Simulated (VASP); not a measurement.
Set up this calculation in VASP 6.6.1, as the native input.

| Quantity | Value |
| --- | --- |
| Task | electric field gradients |
| Functional | PBE |
| Potentials or basis | VASP PAW PBE potentials, release 64 (Li_sv, H) |
| Cutoff | 520 eV |
| k mesh | 6 × 6 × 6 |
| Occupations | fermi-dirac, width 0.05 eV |
| Spin | no spin polarisation |
| Dipole correction | no |
| Further INCAR settings | ALGO = Normal; EDIFF = 1e-08; NBANDS = 9 |

The structure of LiH (zincblende type) lies in POSCAR:

```
LiH
1.0
    0.0000000000      2.1448522242      2.1448522242
    2.1448522242      0.0000000000      2.1448522242
    2.1448522242      2.1448522242      0.0000000000
Li H
1 1
Direct
    0.0000000000      0.0000000000      0.0000000000
    0.2500000000      0.2500000000      0.2500000000
```

The input as run:

INCAR

```
  ALGO = Normal
  EDIFF = 1E-8
  ENCUT = 520
  GGA = PE
  ISIF = 2
  ISMEAR = -1
  LASPH = True
  LCHARG = False
  LEFG = True
  LREAL = False
  LWAVE = False
  NBANDS = 9
  NELM = 60
  PREC = Accurate
  SIGMA = 0.05
```

KPOINTS

```
k-points
0
Gamma
  6 6 6
```

Potentials or basis: VASP PAW PBE potentials, release 64 (Li_sv, H).

The run is started by

```sh
$ cat potpaw_PBE.64/Li_sv/POTCAR potpaw_PBE.64/H/POTCAR > POTCAR
$ mpirun -np 1 vasp_std > vasp.out
```

Results of the run:

The band gap on the k mesh is 4.30 eV, indirect (least direct gap 5.27 eV).

Caveat: the k points lie up to 0.42 Å⁻¹ apart; without QUAD_EFG the Cq values of the log hold for a quadrupole moment of 1 mb, not for the nuclei.

Wall time 2.6 s on 1 thread of Intel(R) Xeon(R) Platinum 8488C (Sapphire Rapids) (shared host), peak memory 0.13 GiB.
